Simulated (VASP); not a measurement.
# RbMgSbO3 (R3m) in VASP: a series of runs

Runs on RbMgSbO3. Level: r2SCAN. Tasks: single point.

Program: VASP 6.6.1. These are calculated values, not measurements. Logs are shortened: lines on timing, memory, paths and dates and some standing lists are left out, and cuts for length are marked.

## Step 1: The cell of the first run

It takes space group R3m (No. 160, trigonal). The conventional cell has a = 6.183 Å, b = 6.183 Å, c = 11.815 Å, α = 90.00°, β = 90.00°, γ = 120.00°. Within 4.2 Å of Rb (site symmetry 3m) lie 9 O at 3.16 to 3.34 Å and 4 Sb at 3.57 to 3.59 Å and 3 Mg at 3.84 Å. Mg (site symmetry 3m) has 3 O at 1.89 Å within 2.5 Å. Sb (site symmetry 3m) has 3 O at 1.91 Å within 2.5 Å. Within 2.5 Å of O (site symmetry m) lie 1 Mg at 1.89 Å and 1 Sb at 1.91 Å.

## Step 2: Single point, r2SCAN (strain -0.0200 x Voigt [0, 0, 1, 0, 0, 0])

File POSCAR:

```
RbMgSbO3
1.0
    3.0914557107      1.7848527868      3.9382875422
   -3.0914557107      1.7848527868      3.9382875422
    0.0000000000     -3.5697055735      3.9382875423
Rb Mg Sb O
1 1 1 3
Direct
    0.8779837598      0.8779837598      0.8779837598
    0.3319735932      0.3319735932      0.3319735932
    0.5754906610      0.5754906610      0.5754906610
    0.4945870290      0.4945870290      0.9658740480
    0.9658740480      0.4945870290      0.4945870290
    0.4945870290      0.9658740480      0.4945870290
```

File INCAR.step1:

```
PREC = Accurate ; ENCUT = 520
ISMEAR = 0 ; SIGMA = 0.05
LREAL = F ; LASPH = T
NELM = 80 ; NBANDS = 26
GGA = PE ; ALGO = Normal
EDIFF = 1E-4 ; LWAVE = T
LCHARG = F
```

File INCAR.step2:

```
PREC = Accurate ; ENCUT = 520
EDIFF = 1E-6 ; ISMEAR = 0
SIGMA = 0.05 ; LREAL = F
LASPH = T ; NELM = 80
ALGO = Normal ; ISIF = 2
LWAVE = F ; LCHARG = F
METAGGA = R2SCAN ; LMIXTAU = T
NBANDS = 26 ; ISTART = 1
```

File KPOINTS:

```
Automatic mesh
0
Gamma
  6 6 6
```

Potentials or basis: VASP PAW PBE potentials, release 64 (Rb_sv, Mg, Sb, O).

Launch:

```sh
> cat potpaw_PBE.64/Rb_sv/POTCAR potpaw_PBE.64/Mg/POTCAR potpaw_PBE.64/Sb/POTCAR potpaw_PBE.64/O/POTCAR > POTCAR
> cp INCAR.step1 INCAR
> mpirun -np 1 vasp_std > vasp.out
> cp INCAR.step2 INCAR
> mpirun -np 1 vasp_std > vasp.out
```

OUTCAR:

```text
PREC = Accurate
   ENCUT = 520
   EDIFF = 1E-6
   ISMEAR = 0
   LREAL = F
   LASPH = T
   NELM = 80
   ISIF = 2
   METAGGA = R2SCAN
   ISTART = 1

 ion  position               nearest neighbor table
   1  0.878  0.878  0.878-   4 3.16   5 3.16   6 3.16   5 3.34   6 3.34   4 3.34   4 3.34   6 3.34
                             5 3.34   3 3.57   3 3.59   3 3.59   3 3.59   2 3.84   2 3.84   2 3.84
   2  0.332  0.332  0.332-   5 1.89   6 1.89   4 1.89   3 2.88   1 3.84   1 3.84   1 3.84   1 4.37
                             1 4.37   1 4.37
   3  0.575  0.575  0.575-   5 1.91   6 1.91   4 1.91   2 2.88   1 3.57   1 3.59   1 3.59   1 3.59

   4  0.495  0.495  0.966-   2 1.89   3 1.91   1 3.16   1 3.34   1 3.34
   5  0.966  0.495  0.495-   2 1.89   3 1.91   1 3.16   1 3.34   1 3.34
   6  0.495  0.966  0.495-   2 1.89   3 1.91   1 3.16   1 3.34   1 3.34

  LATTYP: Found a trigonal (rhomboedric) cell.
 ALAT       =     5.3153463337
 COS(alpha) =     0.3234608721

  Lattice vectors:

 A1 = (   3.0914557107,   1.7848527868,   3.9382875422)
 A2 = (  -3.0914557107,   1.7848527868,   3.9382875422)
 A3 = (   0.0000000000,  -3.5697055735,   3.9382875423)

Analysis of symmetry for initial positions (statically):
=====================================================================
 Subroutine PRICEL returns:
 Original cell was already a primitive cell.

 Routine SETGRP: Setting up the symmetry group for a
 trigonal (rhombohedral) supercell.

 Subroutine GETGRP returns: Found  6 space group operations
 (whereof  6 operations were pure point group operations)
 out of a pool of 12 trial point group operations.

The static configuration has the point symmetry C_3v.

Analysis of symmetry for dynamics (positions and initial velocities):
=====================================================================
 Subroutine PRICEL returns:
 Original cell was already a primitive cell.

 Routine SETGRP: Setting up the symmetry group for a
 trigonal (rhombohedral) supercell.

 Subroutine GETGRP returns: Found  6 space group operations
 (whereof  6 operations were pure point group operations)
 out of a pool of 12 trial point group operations.

The dynamic configuration has the point symmetry C_3v.

 Subroutine INISYM returns: Found  6 space group operations
 (whereof  6 operations are pure point group operations),
 and found     1 'primitive' translations

----------------------------------------------------------------------------------------

                                     Primitive cell

  volume of cell :     130.3839

  direct lattice vectors                    reciprocal lattice vectors
     3.091455711  1.784852787  3.938287542     0.161736103  0.093378383  0.084639156
    -3.091455711  1.784852787  3.938287542    -0.161736103  0.093378383  0.084639156
     0.000000000 -3.569705573  3.938287542     0.000000000 -0.186756765  0.084639156

  length of vectors
     5.315346334  5.315346334  5.315346334     0.205041157  0.205041157  0.205041157

  position of ions in fractional coordinates (direct lattice)
     0.877983760  0.877983760  0.877983760
     0.331973593  0.331973593  0.331973593
     0.575490661  0.575490661  0.575490661
     0.494587029  0.494587029  0.965874048
     0.965874048  0.494587029  0.494587029
     0.494587029  0.965874048  0.494587029

  ion indices of the primitive-cell ions
   primitive index   ion index
                 1           1
                 2           2
                 3           3
                 4           4
                 5           5
                 6           6

----------------------------------------------------------------------------------------

 KPOINTS: Automatic mesh

Automatic generation of k-mesh.
 Grid dimensions read from file:
 generate k-points for:    6    6    6

 Generating k-lattice:

  Cartesian coordinates                     Fractional coordinates (reciprocal lattice)
     0.026956017  0.015563064  0.014106526     0.166666667 -0.000000000  0.000000000
[... 47 lines left out ...]
   LEPSILON=     F    determine dielectric tensor
   LRPA    =     F    only Hartree local field effects (RPA)
 non-spin polarized calculation
 Gauss-broadening in eV      SIGMA  =   0.05
  energy-cutoff  :      520.00
  volume of cell :      130.38
 maximum number of plane-waves:      3557
   NGX = 19   NGY = 19   NGZ = 19

 number of electron      34.0000012 magnetization

 Free energy of the ion-electron system (eV)
  ---------------------------------------------------
  ext. energy  EPLUGINS =         0.00000000
  ---------------------------------------------------
  free energy    TOTEN  =       -73.09434753 eV

  energy without entropy =      -73.09434753  energy(sigma->0) =      -73.09434753

 E-fermi :   1.4553     XC(G=0):  -8.4006

 val. band max:        1.1351289744   @ k =   0.5000   0.5000   0.5000
 cond. band min:       4.6553498235   @ k =   0.5000   0.5000   0.5000
 fundamental gap:      3.5202208492
 Fermi energy:         1.4552626878

 k-point     1 :       0.0000    0.0000    0.0000
  band No.  band energies     occupation
      1     -25.9712      2.00000
      2     -18.1283      2.00000
      3     -16.9540      2.00000
      4     -16.9540      2.00000
      5      -9.5958      2.00000
      6      -9.5958      2.00000
[... 18 lines left out ...]
     25       9.9367      0.00000
     26       9.9367      0.00000

 k-point     2 :       0.1667   -0.0000    0.0000
  band No.  band energies     occupation
      1     -25.9706      2.00000
      2     -18.1081      2.00000
      3     -16.9865      2.00000
      4     -16.9544      2.00000
      5      -9.5951      2.00000
      6      -9.5890      2.00000
[... 18 lines left out ...]
     25       9.9497      0.00000
     26      10.1462      0.00000

 k-point     3 :       0.3333   -0.0000    0.0000
  band No.  band energies     occupation
      1     -25.9695      2.00000
      2     -18.0639      2.00000
      3     -17.0548      2.00000
      4     -16.9548      2.00000
      5      -9.5939      2.00000
      6      -9.5762      2.00000
[... 572 lines left out ...]
 k-point    23 :       0.5000    0.5000    0.1667
  band No.  band energies     occupation
      1     -25.9672      2.00000
      2     -18.0406      2.00000
      3     -17.0544      2.00000
      4     -16.9848      2.00000
      5      -9.6031      2.00000
      6      -9.5883      2.00000
[... 18 lines left out ...]
     25       9.5730      0.00000
     26      10.2074      0.00000

 k-point    24 :      -0.3333    0.5000    0.1667
  band No.  band energies     occupation
      1     -25.9674      2.00000
      2     -18.0233      2.00000
      3     -17.0884      2.00000
      4     -16.9782      2.00000
      5      -9.6000      2.00000
      6      -9.5813      2.00000
[... 18 lines left out ...]
     25       9.6483      0.00000
     26      10.0405      0.00000

 [... further k-points ...]
[... 5 lines left out ...]
  --------------------------------------------------------------------------------------
  -------------------------------------------------------------------------------------
  Total        0.7198937      0.7198937      1.3804148      0.0000000     -0.0000000     -0.0000000
  in kB        8.8461619      8.8461619     16.9627426      0.0000000     -0.0000000     -0.0000000
  external PRESSURE =      11.5516888 kB  Pullay stress =       0.0000000 kB

 VOLUME and BASIS-vectors are now :
 -----------------------------------------------------------------------------
  energy-cutoff  :      520.00
  volume of cell :      130.38
      direct lattice vectors                 reciprocal lattice vectors
     3.091455711  1.784852787  3.938287542     0.161736103  0.093378383  0.084639156
    -3.091455711  1.784852787  3.938287542    -0.161736103  0.093378383  0.084639156
     0.000000000 -3.569705573  3.938287542     0.000000000 -0.186756765  0.084639156

 POSITION                                       TOTAL-FORCE (eV/Angst)
 -----------------------------------------------------------------------------------
      0.00000      0.00000     10.37326         0.000000      0.000000      0.068056
      0.00000      0.00000      3.92222         0.000000     -0.000000     -0.068096
      0.00000      0.00000      6.79934         0.000000     -0.000000     -0.662974
      0.00000     -1.68236      7.69954         0.000000     -0.292722      0.221005
      1.45696      0.84118      7.69954         0.253505      0.146361      0.221005
     -1.45696      0.84118      7.69954        -0.253505      0.146361      0.221005
 -----------------------------------------------------------------------------------
    total drift:                                0.000000     -0.000000      0.000434

  FREE ENERGIE OF THE ION-ELECTRON SYSTEM (eV)
  ---------------------------------------------------
  free  energy   TOTEN  =       -73.0943475329 eV

  energy  without entropy=      -73.0943475329  energy(sigma->0) =      -73.09434753
```

It took 2.5 min on 1 thread of Intel Xeon 6975P-C (Granite Rapids), shared host; peak memory 0.33 GiB.

What came out:

| Property | Result |
| --- | --- |
| Free energy | -73.0943 eV |
| Pressure | 1.2 GPa |
| Largest force | 0.663 eV/Å |
| Band gap on the k mesh | 3.52 eV, direct |

Forces on the atoms (eV/Å):
```
Rb   0.000  0.000  0.068
Mg   0.000  0.000 -0.068
Sb   0.000  0.000 -0.663
O    0.000 -0.293  0.221
O    0.254  0.146  0.221
O   -0.254  0.146  0.221
```

Levels at points of the mesh, in eV from the valence-band top:
```tsv
k point	band 13	band 14	band 15	band 16	band 17	band 18	band 19	band 20	band 21	band 22
(0.00, 0.00, 0.00)	-2.47	-2.06	-1.95	-1.95	-1.38	3.65	5.47	5.47	7.12	7.12
(0.50, 0.00, 0.00)	-2.47	-2.35	-2.05	-1.71	-1.18	3.71	5.35	5.56	6.42	7.24
(0.50, 0.50, 0.00)	-2.48	-2.23	-2.10	-1.63	-0.55	3.70	4.20	5.45	6.10	7.44
(0.50, 0.50, 0.50)	-2.42	-1.84	-1.84	-1.34	0.00	3.52	3.52	4.16	5.02	7.73
```

Caveat: the cell differs from its parent crystal (strain -0.0200 x Voigt [0, 0, 1, 0, 0, 0]); the PAW data sets were made with another functional, which shifts forces and pressure a little; spin-orbit coupling is left out, which moves the levels of the heavy elements.

## Step 3: Single point, r2SCAN (strain -0.0100 x Voigt [0, 0, 1, 0, 0, 0])

POSCAR, as its differences from that of step 2:

```diff
@@ -2,5 +2,5 @@
 1.0
-    3.0914557107      1.7848527868      3.9382875422
-   -3.0914557107      1.7848527868      3.9382875422
-    0.0000000000     -3.5697055735      3.9382875423
+    3.0914557107      1.7848527868      3.9784741498
+   -3.0914557107      1.7848527868      3.9784741498
+    0.0000000000     -3.5697055735      3.9784741498
 Rb Mg Sb O
```

File INCAR.step1:

```
  PREC = Accurate
  ENCUT = 520
  ISMEAR = 0
  SIGMA = 0.05
  LREAL = F
  LASPH = T
  NELM = 60
  NBANDS = 26
  GGA = PE
  ALGO = Normal
  EDIFF = 1E-4
  LWAVE = T
  LCHARG = F
```

File INCAR.step2:

```
  PREC = Accurate
  ENCUT = 520
  EDIFF = 1E-7
  ISMEAR = 0
  SIGMA = 0.05
  LREAL = F
  LASPH = T
  NELM = 60
  ALGO = Normal
  ISIF = 2
  LWAVE = F
  LCHARG = F
  METAGGA = R2SCAN
  LMIXTAU = T
  NBANDS = 26
  ISTART = 1
```

KPOINTS is that of step 2.

Potentials or basis: VASP PAW PBE potentials, release 64 (Rb_sv, Mg, Sb, O).

Launch:

```sh
> cat potpaw_PBE.64/Rb_sv/POTCAR potpaw_PBE.64/Mg/POTCAR potpaw_PBE.64/Sb/POTCAR potpaw_PBE.64/O/POTCAR > POTCAR
> cp INCAR.step1 INCAR
> mpirun -np 1 vasp_std > vasp.out
> cp INCAR.step2 INCAR
> mpirun -np 1 vasp_std > vasp.out
```

It took 2.9 min on 1 thread of Intel Xeon 6975P-C (Granite Rapids), shared host; peak memory 0.33 GiB.

Results (log left out):

| Quantity | Value |
| --- | --- |
| Free energy | -73.1057 eV |
| Pressure | 0.6 GPa |
| Largest force | 0.437 eV/Å |
| Band gap on the k mesh | 3.55 eV, direct |

Forces in eV/Å, atoms in the order of the input:
```
Rb   0.000  0.000  0.034
Mg   0.000  0.000 -0.034
Sb   0.000  0.000 -0.437
O    0.000 -0.211  0.146
O    0.183  0.106  0.146
O   -0.183  0.106  0.146
```

Stress tensor (GPa, compression positive):
```
0.53 0.00 0.00
0.00 0.53 0.00
0.00 0.00 0.89
```

Levels at points of the mesh, in eV from the valence-band top:
| k point | band 13 | band 14 | band 15 | band 16 | band 17 | band 18 | band 19 | band 20 | band 21 | band 22 |
| --- | --- | --- | --- | --- | --- | --- | --- | --- | --- | --- |
| (0.00, 0.00, 0.00) | -2.40 | -2.01 | -1.87 | -1.87 | -1.30 | 3.71 | 5.45 | 5.45 | 7.16 | 7.16 |
| (0.50, 0.00, 0.00) | -2.40 | -2.28 | -1.98 | -1.63 | -1.14 | 3.73 | 5.39 | 5.54 | 6.47 | 7.23 |
| (0.50, 0.50, 0.00) | -2.40 | -2.16 | -2.02 | -1.55 | -0.53 | 3.71 | 4.21 | 5.48 | 6.12 | 7.46 |
| (0.50, 0.50, 0.50) | -2.35 | -1.76 | -1.76 | -1.26 | 0.00 | 3.55 | 3.55 | 4.17 | 5.08 | 7.72 |

Caveat: the cell differs from its parent crystal (strain -0.0100 x Voigt [0, 0, 1, 0, 0, 0]); the PAW data sets were made with another functional, which shifts forces and pressure a little; spin-orbit coupling is left out, which moves the levels of the heavy elements. A k mesh can miss the band edges.

## Step 4: Single point, r2SCAN (strain +0.0050 x Voigt [0, 0, 1, 0, 0, 0])

POSCAR, as its differences from that of step 3:

```diff
@@ -2,5 +2,5 @@
 1.0
-    3.0914557107      1.7848527868      3.9784741498
-   -3.0914557107      1.7848527868      3.9784741498
-    0.0000000000     -3.5697055735      3.9784741498
+    3.0914557107      1.7848527868      4.0387540612
+   -3.0914557107      1.7848527868      4.0387540612
+    0.0000000000     -3.5697055735      4.0387540612
 Rb Mg Sb O
```

File INCAR.step1:

```
PREC     = Accurate       # precision mode
ENCUT    = 520            # plane-wave cutoff, eV
ISMEAR   = 0              # smearing method
SIGMA    = 0.05           # smearing width, eV
LREAL    = False          # projectors in reciprocal space
LASPH    = True           # aspherical terms in the spheres
NELM     = 60             # most SCF steps
NBANDS   = 26             # bands
GGA      = PE             # functional
ALGO     = Normal         # electronic algorithm
EDIFF    = 1E-4           # SCF threshold, eV
LWAVE    = True           # write WAVECAR
LCHARG   = False          # write CHGCAR
```

File INCAR.step2:

```
PREC     = Accurate       # precision mode
ENCUT    = 520            # plane-wave cutoff, eV
EDIFF    = 1E-6           # SCF threshold, eV
ISMEAR   = 0              # smearing method
SIGMA    = 0.05           # smearing width, eV
LREAL    = False          # projectors in reciprocal space
LASPH    = True           # aspherical terms in the spheres
NELM     = 60             # most SCF steps
ALGO     = Normal         # electronic algorithm
ISIF     = 2              # what is computed and relaxed
LWAVE    = False          # write WAVECAR
LCHARG   = False          # write CHGCAR
METAGGA  = R2SCAN         # meta-GGA
LMIXTAU  = True         
NBANDS   = 26             # bands
ISTART   = 1
```

File KPOINTS:

```
regular mesh
0
Gamma
  6 6 6
```

Launch:

```sh
> cat potpaw_PBE.64/Rb_sv/POTCAR potpaw_PBE.64/Mg/POTCAR potpaw_PBE.64/Sb/POTCAR potpaw_PBE.64/O/POTCAR > POTCAR
> cp INCAR.step1 INCAR
> mpirun -np 1 vasp_std > vasp.out
> cp INCAR.step2 INCAR
> mpirun -np 1 vasp_std > vasp.out
```

Run time: 2.5 min. Hardware: 1 thread of Intel Xeon 6975P-C (Granite Rapids), shared host; peak memory 0.34 GiB.

Results (log left out):

- Free energy: -73.1108 eV
- Pressure: -0.1 GPa
- Largest force: 0.099 eV/Å
- Band gap on the k mesh: 3.59 eV, direct

Forces on the atoms (eV/Å):
```
Rb   0.000  0.000 -0.008
Mg   0.000  0.000  0.002
Sb   0.000  0.000 -0.093
O    0.000 -0.094  0.033
O    0.081  0.047  0.033
O   -0.081  0.047  0.033
```

Stress tensor (GPa, compression positive):
```
 0.04  0.00  0.00
 0.00  0.04  0.00
 0.00  0.00 -0.22
```

Levels at points of the mesh, in eV from the valence-band top:
```csv
k point,band 14,band 15,band 16,band 17,band 18,band 19,band 20,band 21
"(0.00, 0.00, 0.00)",-1.92,-1.75,-1.75,-1.18,3.80,5.42,5.42,7.23
"(0.50, 0.00, 0.00)",-2.16,-1.87,-1.52,-1.09,3.74,5.43,5.51,6.53
"(0.50, 0.50, 0.00)",-2.05,-1.91,-1.44,-0.50,3.72,4.22,5.51,6.15
"(0.50, 0.50, 0.50)",-1.65,-1.65,-1.15,0.00,3.59,3.59,4.18,5.16
```

Caveat: the cell differs from its parent crystal (strain +0.0050 x Voigt [0, 0, 1, 0, 0, 0]); the PAW data sets were made with another functional, which shifts forces and pressure a little; spin-orbit coupling is left out, which moves the levels of the heavy elements. A k mesh can miss the band edges.

## Step 5: Single point, r2SCAN (strain +0.0150 x Voigt [0, 0, 1, 0, 0, 0])

POSCAR, as its differences from that of step 4:

```diff
@@ -2,5 +2,5 @@
 1.0
-    3.0914557107      1.7848527868      4.0387540612
-   -3.0914557107      1.7848527868      4.0387540612
-    0.0000000000     -3.5697055735      4.0387540612
+    3.0914557107      1.7848527868      4.0789406688
+   -3.0914557107      1.7848527868      4.0789406688
+    0.0000000000     -3.5697055735      4.0789406688
 Rb Mg Sb O
```

File INCAR.step1:

```
  PREC = Accurate
  ENCUT = 520
  ISMEAR = 0
  SIGMA = 0.05
  LREAL = F
  LASPH = T
  NELM = 60
  NBANDS = 26
  GGA = PE
  ALGO = Normal
  EDIFF = 1E-4
  LWAVE = T
  LCHARG = F
```

File INCAR.step2:

```
  PREC = Accurate
  ENCUT = 520
  EDIFF = 1E-6
  ISMEAR = 0
  SIGMA = 0.05
  LREAL = F
  LASPH = T
  NELM = 60
  ALGO = Normal
  ISIF = 2
  LWAVE = F
  LCHARG = T
  METAGGA = R2SCAN
  LMIXTAU = T
  LELF = T
  LVHAR = T
  NBANDS = 26
  ISTART = 1
```

KPOINTS is that of step 4.

Launch:

```sh
> cat potpaw_PBE.64/Rb_sv/POTCAR potpaw_PBE.64/Mg/POTCAR potpaw_PBE.64/Sb/POTCAR potpaw_PBE.64/O/POTCAR > POTCAR
> cp INCAR.step1 INCAR
> mpirun -np 1 vasp_std > vasp.out
> cp INCAR.step2 INCAR
> mpirun -np 1 vasp_std > vasp.out
```

Wall time 2.6 min (1 thread of Intel Xeon 6975P-C (Granite Rapids), shared host); peak memory 0.34 GiB.

It converged, with:

- Free energy: -73.1068 eV
- Pressure: -0.5 GPa
- Largest force: 0.140 eV/Å
- Band gap on the k mesh: 3.62 eV, direct

Forces in eV/Å, atoms in the order of the input:
```
Rb   0.000  0.000 -0.031
Mg   0.000  0.000  0.017
Sb   0.000  0.000  0.140
O    0.000 -0.018 -0.042
O    0.016  0.009 -0.042
O   -0.016  0.009 -0.042
```

Stress tensor (GPa, compression positive):
```
-0.27  0.00  0.00
 0.00 -0.27  0.00
 0.00  0.00 -0.91
```

Levels at points of the mesh, in eV from the valence-band top:
```
           k point  band 14  band 15  band 16  band 17  band 18  band 19  band 20  band 21
(0.00, 0.00, 0.00)    -1.86    -1.67    -1.67    -1.11     3.86     5.39     5.39     7.26
(0.50, 0.00, 0.00)    -2.08    -1.80    -1.44    -1.05     3.75     5.46     5.49     6.57
(0.50, 0.50, 0.00)    -1.98    -1.83    -1.37    -0.48     3.73     4.23     5.53     6.16
(0.50, 0.50, 0.50)    -1.58    -1.58    -1.08     0.00     3.62     3.62     4.18     5.22
```

Caveat: the cell differs from its parent crystal (strain +0.0150 x Voigt [0, 0, 1, 0, 0, 0]); the PAW data sets were made with another functional, which shifts forces and pressure a little; spin-orbit coupling is left out, which moves the levels of the heavy elements. A k mesh can miss the band edges.

## Step 6: Overview

```tsv
cell	gap on the mesh (eV)	pressure (GPa)	largest force (eV/Å)
a = 5.315 Å, angles 71.1°, 6 atoms	3.52	1.2	0.66
a = 5.345 Å, angles 70.7°, 6 atoms	3.55	0.6	0.44
a = 5.390 Å, angles 70.0°, 6 atoms	3.59	-0.1	0.10
a = 5.420 Å, angles 69.5°, 6 atoms	3.62	-0.5	0.14
```

Alike in all rows: task single point; level r2SCAN; potentials or basis VASP PAW PBE potentials, release 64 (Rb_sv, Mg, Sb, O); no spin polarisation; k mesh 6 × 6 × 6; cutoff (eV) 520; smearing gaussian 0.05 eV.

Caveats: the PAW data sets were made with another functional, which shifts forces and pressure a little; spin-orbit coupling is left out, which moves the levels of the heavy elements.

Absolute energies hang on the potentials; compare differences alone.
